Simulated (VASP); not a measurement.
Crystal: AgCl.

```
Ag Cl
1.0
     4.51974    0.00000    0.00000
    -2.25987    3.91421    0.00000
     0.00000    0.00000    5.72250
Ag Cl
2 2
Cartesian
  0.0000 2.6095 -0.3561
  2.2599 1.3047 2.5052
  0.0000 2.6095 2.5020
  2.2599 1.3047 5.3632
```

Base run:

| Item | Value |
| --- | --- |
| Program | VASP 6.6.1 |
| Functional | PBE |
| Potentials or basis | VASP PAW PBE potentials, release 64 (Ag, Cl) |
| Cutoff | 520 eV |
| k mesh | 6 × 6 × 4 |
| Occupations | gaussian, width 0.01 eV |
| Spin | no spin polarisation |

Its results: band gap on the k mesh 1.36 eV (least direct gap 1.39 eV); pressure 1.1 GPa.

**Question.** The run is repeated on the same cell with these changes: functional from PBE to r2SCAN. What comes out?

**Answer.** Band gap on the k mesh 1.77 eV (least direct gap 1.78 eV); pressure -0.1 GPa.

Caveats: the structure was generated, so it needn't be the stable form of AgCl; the PAW data sets were made with another functional, which shifts forces and pressure a little (at least some runs).

A k mesh can miss the band edges.
